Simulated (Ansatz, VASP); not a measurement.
# ZnS: VASP beside Ansatz

Contents of INCAR:

```
  PREC = Accurate
  ENCUT = 500
  EDIFF = 1E-7
  ISMEAR = 0
  SIGMA = 0.01
  LREAL = False
  LASPH = True
  NELM = 120
  ALGO = Normal
  ISIF = 3
  LWAVE = False
  LCHARG = False
  GGA = PE
  IBRION = 2
  NSW = 80
  EDIFFG = -0.001
  GGA_COMPAT = False
  NELMIN = 4
```

The input KPOINTS:

```
Automatic mesh
0
Gamma
  6 6 6
```

File POSCAR:

```
ZnS
1.0
   -3.7153924321      3.7153924321      3.7153924321
    3.7153924321     -3.7153924321      3.7153924321
    3.7153924321      3.7153924321     -3.7153924321
Zn S
4 4
Direct
    0.3144487051      0.3144487051      0.3144487051
    0.0000000000      0.0000000000      0.6855512949
    0.0000000000      0.6855512949      0.0000000000
    0.6855512949      0.0000000000      0.0000000000
    0.6672024195      0.6672024195      0.6672024195
    0.0000000000      0.0000000000      0.3327975805
    0.0000000000      0.3327975805      0.0000000000
    0.3327975805      0.0000000000      0.0000000000
```

Input for Ansatz:

```yaml
crystal:
  lattice:
    - [-3.7153924321, 3.7153924321, 3.7153924321]
    - [3.7153924321, -3.7153924321, 3.7153924321]
    - [3.7153924321, 3.7153924321, -3.7153924321]
  atoms:
    - { symbol: Zn, position: [0.3144487051, 0.3144487051, 0.3144487051] }
    - { symbol: Zn, position: [0.0, 0.0, 0.6855512949] }
    - { symbol: Zn, position: [0.0, 0.6855512949, 0.0] }
    - { symbol: Zn, position: [0.6855512949, 0.0, 0.0] }
    - { symbol: S, position: [0.6672024195, 0.6672024195, 0.6672024195] }
    - { symbol: S, position: [0.0, 0.0, 0.3327975805] }
    - { symbol: S, position: [0.0, 0.3327975805, 0.0] }
    - { symbol: S, position: [0.3327975805, 0.0, 0.0] }
basis:
  ecutwfc: 420
kpoints:
  mp_grid: { grid: [6, 6, 6] }
hamiltonian:
  xc: pbe
scf:
  occupations: { method: fixed }
output:
  forces: true
  stress: true
  eigenvalues: true
relax:
  adjacent_minimum: "off"
  f_tol: 0.001
  max_steps: 60
  cell: { stress_tol: 0.01 }
```

Alike in both runs: task relaxation of cell and atoms; functional PBE; k mesh 6 × 6 × 6; no spin polarisation.

|  | VASP | Ansatz |
| --- | --- | --- |
| version | VASP 6.6.1 | Ansatz 0.2.0 |
| potentials or method | VASP PAW PBE potentials, release 64 (Zn, S), cutoff 500 eV | scalar-relativistic, plane waves, PAW |
| occupations | gaussian, width 0.01 eV | fixed |
| valence electrons in the cell | 72 | 72 |

```csv
,VASP,Ansatz,Ansatz less VASP
"gap on the k mesh at the Fermi level, each at its own relaxed structure (eV)",2.31,2.32,+0.006
relaxed volume (Å³/atom),25.69,25.64,-0.054
relaxed length of the cell vector where the two differ most in proportion (Å),6.439,6.435,-0.0045
```
